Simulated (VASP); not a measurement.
Here is a VASP 6.6.1 calculation.

The input INCAR:

```
PREC = Accurate ; ENCUT = 500
EDIFF = 1E-6 ; ISMEAR = 0
SIGMA = 0.05 ; LREAL = False
LASPH = True ; NELM = 120
ALGO = Normal ; ISIF = 2
LWAVE = False ; LCHARG = False
GGA = PE ; NBANDS = 16
GGA_COMPAT = False
```

File KPOINTS:

```
Automatic mesh
0
Gamma
  6 6 6
```

POSCAR

```
ZnS
1.0
    0.0000000000      2.7116773074      2.7116773074
    2.7116773074      0.0000000000      2.7116773074
    2.7116773074      2.7116773074      0.0000000000
Zn S
1 1
Direct
    0.2500000000      0.2500000000      0.2500000000
    0.0000000000      0.0000000000      0.0000000000
```

Potentials or basis: VASP PAW PBE potentials, release 64 (Zn, S).

Run with:

```bash
$ cat potpaw_PBE.64/Zn/POTCAR potpaw_PBE.64/S/POTCAR > POTCAR
$ mpirun -np 1 vasp_std > vasp.out
```

(1) Estimate the pressure.

(2) Predict the band gap on the k mesh.

Answers

(1) 1.0 GPa.

(2) 2.07 eV.

**Experimental background.**

“Electronic, vibrational, and thermodynamic properties of ZnS (zincblende and rocksalt structure)”, 2009, arxiv:0911.5022 quotes, for a bulk crystal of ZnS at 19 K: band gap 3.85 eV (direct).

Measured gap of ZnS: 3.85 eV (direct; 19 K; quoted in “Electronic, vibrational, and thermodynamic properties of ZnS (zincblende and rocksalt structure)”, 2009, arxiv:0911.5022). This calculation gives 2.07 eV (-1.78 eV). The value is that of PBE, without temperature or zero-point motion. Semilocal functionals fall short of measured gaps as a rule.
